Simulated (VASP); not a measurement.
Crystal: Se.

```
CELL_PARAMETERS angstrom
2.99363 0.00000 0.00000
-1.49681 2.59256 0.00000
0.00000 0.00000 2.81401
ATOMIC_POSITIONS crystal
Se 0.00000 0.00000 0.00000
```

```yaml
Program: VASP 6.6.1
Task: relaxation of cell and atoms
Functional: PBE
Potentials_or_basis: VASP PAW PBE potentials, release 64 (Se)
Cutoff: 600 eV
k_mesh: 16 × 16 × 15
Occupations: fermi-dirac, width 0.1 eV
Spin: no spin polarisation
```

At the start: pressure -0.0 GPa; volume 21.84 Å³/atom.

Q: How do energy, volume and symmetry change on relaxing?

A: Over 7 steps the energy falls by 29.6 meV/atom and the volume is 22.26 Å³/atom (+1.9 %); space group P6/mmm (No. 191, to 0.05 Å).

Step by step:
```csv
step,energy change (eV),largest force (eV/Å),pressure (GPa),volume (Å³)
1,0.0000,0.0000,-0.01,21.84
2,-0.0088,0.0000,0.03,21.83
3,-0.0276,0.0000,1.29,21.75
4,-0.0286,0.0000,-0.92,22.64
5,-0.0296,0.0000,-0.03,22.25
6,-0.0296,0.0000,-0.05,22.26
7,-0.0296,0.0000,-0.01,22.26
```

Final structure:
```xyz
1
Lattice="3.1325 0.0000 0.0000 -1.5662 2.7128 0.0000 0.0000 0.0000 2.6201" Properties=species:S:1:pos:R:3 pbc="T T T"
Se    0.0000    0.0000    0.0000
```
